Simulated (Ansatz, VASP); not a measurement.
**BeTe: VASP beside Ansatz**

```xyz
2
Lattice="0.0000 2.7700 2.7700 2.7700 0.0000 2.7700 2.7700 2.7700 0.0000" Properties=species:S:1:pos:R:3 pbc="T T T"
Be    0.0000    0.0000    0.0000
Te    1.3850    1.3850    1.3850
```

Alike in both runs: task single point; functional LDA; k mesh 6 × 6 × 6; no spin polarisation.

|  | VASP | Ansatz |
| --- | --- | --- |
| version | VASP 6.6.1 | Ansatz 0.2.0 |
| potentials or method | VASP PAW LDA potentials, release 64 (Be, Te), cutoff 600 eV | plane waves, PAW |
| occupations | gaussian, width 0.01 eV | fixed |
| valence electrons in the cell | 8 | 18 |

Ansatz gave:

| Quantity | Value |
| --- | --- |
| gap on the k mesh at the Fermi level (eV) | 1.77 |

What did VASP give for the same quantities?

gap on the k mesh at the Fermi level (eV): 1.75.

LDA's correlation is that of Perdew and Zunger in VASP and of Perdew and Wang (1992) in Ansatz. VASP's potentials hold 8 valence electrons a cell and Ansatz's 18, so a difference there can come from the potentials and not from the codes.

Spin-orbit coupling is off throughout.
